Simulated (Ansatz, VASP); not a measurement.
**La2O3: VASP beside Ansatz**

INCAR

```
SYSTEM = La2O3
ALGO = Normal
EDIFF = 1E-7
ENCUT = 520
GGA = PS
ISIF = 2
ISMEAR = -1
LASPH = .TRUE.
LCHARG = .TRUE.
LELF = .TRUE.
LREAL = .FALSE.
LVHAR = .TRUE.
LWAVE = .FALSE.
NBANDS = 28
NELM = 80
PREC = Accurate
SIGMA = 0.05
```

File KPOINTS:

```
k-points
0
G
  5 5 8
  0 0 0
```

POSCAR

```
La2O3
1.0
    6.2247200819      0.0000000000      0.0000000000
   -3.1123600409      5.3907657224      0.0000000000
    0.0000000000      0.0000000000      3.2776192522
La O
2 3
Direct
    0.6666666667      0.3333333333      0.5000000000
    0.3333333333      0.6666666667      0.5000000000
    0.5080139900      0.0000000000      0.0000000000
    0.0000000000      0.5080139900      0.0000000000
    0.4919860100      0.4919860100      0.0000000000
```

File input.yaml:

```yaml
crystal:
  lattice:
    - [6.2247200819, 0.0, 0.0]
    - [-3.1123600409, 5.3907657224, 0.0]
    - [0.0, 0.0, 3.2776192522]
  atoms:
    - { symbol: La, position: [0.6666666667, 0.3333333333, 0.5] }
    - { symbol: La, position: [0.3333333333, 0.6666666667, 0.5] }
    - { symbol: O, position: [0.50801399, 0.0, 0.0] }
    - { symbol: O, position: [0.0, 0.50801399, 0.0] }
    - { symbol: O, position: [0.49198601, 0.49198601, 0.0] }
kpoints:
  mp_grid: { grid: [5, 5, 8] }
scf:
  occupations: { method: fermi_dirac, width: 0.05 }
hamiltonian:
  xc: pbesol
  pseudopotentials: { kind: all_electron, lapw: { basis_error: 0.002 } }
output:
  forces: true
  stress: true
  eigenvalues: true
```

Change from the starting cell: volume scaled by 0.98.

Alike in both runs: task single point; functional PBEsol; k mesh 5 × 5 × 8; occupations fermi-dirac, width 0.05 eV; no spin polarisation.

```csv
,VASP,Ansatz
version,VASP 6.6.1,Ansatz 0.2.0
potentials or method,"VASP PAW PBE potentials, release 64 (La, O), cutoff 520 eV","all-electron LAPW, scalar-relativistic"
```

|  | VASP | Ansatz | Ansatz less VASP |
| --- | --- | --- | --- |
| gap on the k mesh at the Fermi level (eV) | 1.36 | 1.35 | -0.006 |
| least direct gap on the mesh (eV) | 1.93 | 1.94 | +0.006 |
| pressure (GPa) | 0.8 | 1.0 | +0.17 |
| traceless stress, the component that is largest in VASP (GPa) | -1.87 | -1.84 | +0.028 |
| rms of the force components (eV/Å) | 0.023 | 0.023 | -0.0005 |

VASP's potentials were made for PBE, not for PBEsol. Atom by atom the forces differ by 0.001 eV/Å (rms over components). Ansatz ran all-electron here, and VASP with PAW potentials.

Neither program's run includes spin-orbit coupling.
